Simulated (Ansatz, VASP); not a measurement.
**C in VASP and in Ansatz**

```
C
1.0
     0.00000    1.78337    1.78337
     1.78337    0.00000    1.78337
     1.78337    1.78337    0.00000
C
2
Direct
  0.50000 0.50000 0.50000
  0.75000 0.75000 0.75000
```

Alike in both runs: task relaxation of cell and atoms; functional PBEsol; k mesh 10 × 10 × 10; no spin polarisation.

|  | VASP | Ansatz |
| --- | --- | --- |
| version | VASP 6.6.1 | Ansatz 0.2.0 |
| potentials or method | VASP PAW PBE potentials, release 64 (C) | plane waves, PAW |
| plane-wave cutoff (eV) | 600 | 420 |
| occupations | gaussian, width 0.01 eV | fixed |
| valence electrons in the cell | 8 | 8 |

|  | VASP | Ansatz | Ansatz less VASP |
| --- | --- | --- | --- |
| relaxed volume (Å³/atom) | 5.62 | 5.61 | -0.005 |
| relaxed cell length with the largest relative difference (Å) | 2.514 | 2.513 | -0.0008 |

VASP's potentials were made for PBE, not for PBEsol. Ansatz's warnings: stress scf threshold loose.
